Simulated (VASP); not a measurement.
# SnO2 (P1) in VASP: single point with r2SCAN

Aim: the single point of SnO2 with r2SCAN.

Everything below comes from runs of VASP 6.6.1. Logs are shortened: lines on timing, memory, paths and dates and some standing lists are left out, and cuts for length are marked.

## (1) The cell of the first run

The typed cell holds 6 atoms: a = 4.760 Å, b = 4.760 Å, c = 3.201 Å, α = 90.00°, β = 90.00°, γ = 90.00°.

## (2) Single point, r2SCAN (atom 1 (Sn) moved by (-0.100, -0.100) A along x and z)

Contents of POSCAR:

```
SnO2
1.0
    4.7602164758      0.0000000000      0.0000000000
    0.0000000000      4.7602164758      0.0000000000
    0.0000000000      0.0000000000      3.2005650987
Sn O
2 4
Direct
   -0.0210074480      0.0000000000     -0.0312444824
    0.5000000000      0.5000000000      0.5000000000
    0.3058934984      0.3058934984      0.0000000000
    0.1941065016      0.8058934984      0.5000000000
    0.6941065016      0.6941065016      0.0000000000
    0.8058934984      0.1941065016      0.5000000000
```

Contents of INCAR.step1:

```
SYSTEM = SnO2
  ALGO = Normal
  EDIFF = 1E-4
  ENCUT = 520
  GGA = PE
  ISMEAR = 0
  LASPH = .True.
  LCHARG = .False.
  LREAL = .False.
  LWAVE = .True.
  NBANDS = 35
  NELM = 60
  PREC = Accurate
  SIGMA = 0.05
```

Contents of INCAR.step2:

```
SYSTEM = SnO2
  ALGO = Normal
  EDIFF = 1E-6
  ENCUT = 520
  ISIF = 2
  ISMEAR = 0
  ISTART = 1
  LASPH = .True.
  LCHARG = .False.
  LMIXTAU = .True.
  LREAL = .False.
  LWAVE = .False.
  METAGGA = R2SCAN
  NBANDS = 35
  NELM = 60
  PREC = Accurate
  SIGMA = 0.05
```

Contents of KPOINTS:

```
k-points
0
Gamma
  6 6 8
  0 0 0
```

Potentials or basis: VASP PAW PBE potentials, release 64 (Sn_d, O).

Command:

```bash
> cat potpaw_PBE.64/Sn_d/POTCAR potpaw_PBE.64/O/POTCAR > POTCAR
> cp INCAR.step1 INCAR
> mpirun -np 1 vasp_std > vasp.out
> cp INCAR.step2 INCAR
> mpirun -np 1 vasp_std > vasp.out
```

OUTCAR:

```text
SYSTEM = SnO2
   EDIFF = 1E-6
   ENCUT = 520
   ISIF = 2
   ISMEAR = 0
   ISTART = 1
   LASPH = .True.
   LREAL = .False.
   METAGGA = R2SCAN
   NELM = 60
   PREC = Accurate

 ion  position               nearest neighbor table
   1  0.979  0.000  0.969-   6 1.95   5 1.99   4 2.04   6 2.10   3 2.13   4 2.19   2 3.62   2 3.62
                             2 3.71   2 3.71   2 3.75   2 3.75
   2  0.500  0.500  0.500-   4 2.06   6 2.06   5 2.07   3 2.07   3 2.07   5 2.07   1 3.62   1 3.62
                             1 3.71   1 3.71   1 3.75   1 3.75
   3  0.306  0.306  0.000-   2 2.07   2 2.07   1 2.13
   4  0.194  0.806  0.500-   1 2.04   2 2.06   1 2.19
   5  0.694  0.694  0.000-   1 1.99   2 2.07   2 2.07
   6  0.806  0.194  0.500-   1 1.95   2 2.06   1 2.10

  LATTYP: Found a simple tetragonal cell.
 ALAT       =     4.7602164758
 C/A-ratio  =     0.6723570483

  Lattice vectors:

 A1 = (   4.7602164758,   0.0000000000,   0.0000000000)
 A2 = (   0.0000000000,   4.7602164758,   0.0000000000)
 A3 = (   0.0000000000,   0.0000000000,   3.2005650987)

Analysis of symmetry for initial positions (statically):
=====================================================================
 Subroutine PRICEL returns:
 Original cell was already a primitive cell.

 Routine SETGRP: Setting up the symmetry group for a
 simple tetragonal supercell.

 Subroutine GETGRP returns: Found  1 space group operations
 (whereof  1 operations were pure point group operations)
 out of a pool of 16 trial point group operations.

The static configuration has the point symmetry C_1 .

Analysis of symmetry for dynamics (positions and initial velocities):
=====================================================================
 Subroutine PRICEL returns:
 Original cell was already a primitive cell.

 Routine SETGRP: Setting up the symmetry group for a
 simple tetragonal supercell.

 Subroutine GETGRP returns: Found  1 space group operations
 (whereof  1 operations were pure point group operations)
 out of a pool of 16 trial point group operations.

The dynamic configuration has the point symmetry C_1 .

 Subroutine INISYM returns: Found  1 space group operations
 (whereof  1 operations are pure point group operations),
 and found     1 'primitive' translations

[... 102 lines left out ...]
   EDIFF  = 0.1E-05   stopping-criterion for ELM
   LREAL  =      F    real-space projection
   EDIFFG = 0.1E-04   stopping-criterion for IOM
   NSW    =      0    number of steps for IOM
   IBRION =     -1    ionic relax: 0-MD 1-quasi-New 2-CG
   NFREE  =      0    steps in history (QN), initial steepest desc. (CG)
   ISIF   =      2    stress and relaxation
   ISYM   =      2    0-nonsym 1-usesym 2-fastsym
   POTIM  = 0.5000    time-step for ionic-motion
   TEBEG  =    0.0;   TEEND  =   0.0 temperature during run
   PSTRESS=    0.0 pullay stress
   NELECT =      52.0000    total number of electrons
   NUPDOWN=      -1.0000    fix difference up-down
   EMIN   =  10.00;   EMAX   =-10.00  energy-range for DOS
   EFERMI =   0.00;   METHOD = LEGACY
   ISMEAR =     0;   SIGMA  =   0.05  broadening in eV -4-tet -1-fermi 0-gaus
   EFERMI_NEDOS =   21; number of points for ismear=-14 and -15
   IALGO  =     38    algorithm
   IMIX   =      4    mixing-type and parameters
     AMIX     =   0.40;   BMIX     =  1.00
     AMIX_MAG =   1.60;   BMIX_MAG =  1.00
  volume/ion in A,a.u.               =      12.09        81.57
  Fermi-wavevector in a.u.,A,eV,Ry     =   1.465264  2.768948 29.211695  2.146999
  Thomas-Fermi vector in A             =   2.581142
   LORBIT       =      0    0 simple, 1 ext, 2 COOP (PROOUT), +10 PAW based schemes
   METAGGA = R2SCAN    functional components
   LHFCALC =     F    Hartree Fock is set to
   AEXX    =    0.0000 exact exchange contribution
   IVDW    =     0    specifies the selected vdW correction
   LEPSILON=     F    determine dielectric tensor
   LRPA    =     F    only Hartree local field effects (RPA)
 non-spin polarized calculation
 Gauss-broadening in eV      SIGMA  =   0.05
  energy-cutoff  :      520.00
  volume of cell :       72.52
 maximum number of plane-waves:      1992
   NGX = 17   NGY = 17   NGZ = 11

 number of electron      51.9999985 magnetization

 Free energy of the ion-electron system (eV)
  ---------------------------------------------------
  ext. energy  EPLUGINS =         0.00000000
  ---------------------------------------------------
  free energy    TOTEN  =       -84.39727460 eV

  energy without entropy =      -84.39727460  energy(sigma->0) =      -84.39727460

 E-fermi :   5.8550     XC(G=0): -11.9663

 val. band max:        5.6484725889   @ k =   0.0000   0.0000   0.0000
 cond. band min:       7.3283811276   @ k =   0.0000   0.0000   0.0000
 fundamental gap:      1.6799085387
 Fermi energy:         5.8550474207

 k-point     1 :       0.0000    0.0000    0.0000
  band No.  band energies     occupation
      1     -16.2430      2.00000
      2     -15.3252      2.00000
      3     -15.0680      2.00000
      4     -14.9718      2.00000
      5     -14.9606      2.00000
      6     -14.9293      2.00000
[... 901 lines left out ...]
     34      18.5444      0.00000
     35      18.8039      0.00000

 [... further k-points ...]

------------------------ aborting loop because EDIFF is reached ----------------------------------------

  FORCE on cell =-STRESS in cart. coord.  units (eV):
  Direction    XX          YY          ZZ          XY          YZ          ZX
  --------------------------------------------------------------------------------------
  -------------------------------------------------------------------------------------
  Total        0.6807261      1.2477746      1.5676694     -0.0619098     -0.7577625      0.4121905
  in kB       15.0384445     27.5655486     34.6325922     -1.3676964    -16.7403140      9.1060186
  external PRESSURE =      25.7455284 kB  Pullay stress =       0.0000000 kB

 VOLUME and BASIS-vectors are now :
 -----------------------------------------------------------------------------
  energy-cutoff  :      520.00
  volume of cell :       72.52
      direct lattice vectors                 reciprocal lattice vectors
     4.760216476  0.000000000  0.000000000     0.210074480  0.000000000  0.000000000
     0.000000000  4.760216476  0.000000000     0.000000000  0.210074480  0.000000000
     0.000000000  0.000000000  3.200565099     0.000000000  0.000000000  0.312444824

 POSITION                                       TOTAL-FORCE (eV/Angst)
 -----------------------------------------------------------------------------------
      4.66022      0.00000      3.10057         2.555344     -0.151164      2.162237
      2.38011      2.38011      1.60028        -0.963233     -0.002697     -0.028587
      1.45612      1.45612      0.00000        -0.216515     -0.299105     -0.060776
      0.92399      3.83623      1.60028        -0.314766      0.203143     -0.678695
      3.30410      3.30410      0.00000        -0.341976     -0.442640     -0.004982
      3.83623      0.92399      1.60028        -0.718855      0.692463     -1.389198
 -----------------------------------------------------------------------------------
    total drift:                                0.000934      0.000801      0.000484

  FREE ENERGIE OF THE ION-ELECTRON SYSTEM (eV)
  ---------------------------------------------------
  free  energy   TOTEN  =       -84.3972746023 eV

  energy  without entropy=      -84.3972746023  energy(sigma->0) =      -84.39727460
```

OUTCAR.step1:

```text
SYSTEM = SnO2
   EDIFF = 1E-4
   ENCUT = 520
   GGA = PE
   ISMEAR = 0
   LASPH = .True.
   LREAL = .False.
   NELM = 60
[... 1149 lines left out ...]
      0.92399      3.83623      1.60028        -0.282293      0.207112     -0.693424
      3.30410      3.30410      0.00000        -0.321012     -0.433834      0.011176
      3.83623      0.92399      1.60028        -0.695894      0.708165     -1.370864
 -----------------------------------------------------------------------------------
    total drift:                                0.002047     -0.000329      0.002390

  FREE ENERGIE OF THE ION-ELECTRON SYSTEM (eV)
  ---------------------------------------------------
  free  energy   TOTEN  =       -37.0028600023 eV

  energy  without entropy=      -37.0028600023  energy(sigma->0) =      -37.00286000
```

OSZICAR.step1:

```text
N       E                     dE             d eps       ncg     rms          rms(c)
DAV:   1     0.642125392686E+03    0.64213E+03   -0.25501E+04 11333   0.234E+03
DAV:   2     0.581551294660E+02   -0.58397E+03   -0.55020E+03 11200   0.612E+02
DAV:   3    -0.382524988919E+02   -0.96408E+02   -0.94772E+02 11222   0.209E+02
DAV:   4    -0.431545032641E+02   -0.49020E+01   -0.48660E+01 13157   0.510E+01
DAV:   5    -0.432817190961E+02   -0.12722E+00   -0.12703E+00 12697   0.869E+00    0.161E+01
DAV:   6    -0.369168112738E+02    0.63649E+01   -0.17723E+01 16622   0.656E+01    0.624E+00
DAV:   7    -0.370330271534E+02   -0.11622E+00   -0.21072E+00 12061   0.812E+00    0.324E+00
DAV:   8    -0.370090825727E+02    0.23945E-01   -0.17252E-01 15170   0.427E+00    0.769E-01
DAV:   9    -0.370019599571E+02    0.71226E-02   -0.33951E-02 17252   0.302E+00    0.131E-01
DAV:  10    -0.370027046727E+02   -0.74472E-03   -0.42461E-03 11625   0.449E-01    0.790E-02
DAV:  11    -0.370028468509E+02   -0.14218E-03   -0.15324E-04  9705   0.110E-01    0.240E-02
DAV:  12    -0.370028600023E+02   -0.13151E-04   -0.47963E-05  6554   0.699E-02
   1 F= -.37002860E+02 E0= -.37002860E+02  d E =-.159390E-18
```

Run time: 22 min. Hardware: 1 thread of Intel Xeon 8259CL, shared host; peak memory 0.39 GiB.

Results:

| Property | Result |
| --- | --- |
| Free energy | -84.3973 eV |
| Pressure | 2.6 GPa |
| Largest force | 3.351 eV/Å |
| Band gap on the k mesh | 1.68 eV |

Forces on the atoms (eV/Å):
```
Sn   2.555 -0.151  2.162
Sn  -0.963 -0.003 -0.029
O   -0.217 -0.299 -0.061
O   -0.315  0.203 -0.679
O   -0.342 -0.443 -0.005
O   -0.719  0.692 -1.389
```

Caveat: the cell differs from its parent crystal (atom 1 (Sn) moved by (-0.100, -0.100) A along x and z); the PAW data sets were made with another functional, which shifts forces and pressure a little; spin-orbit coupling is left out, which moves the levels of the heavy elements.
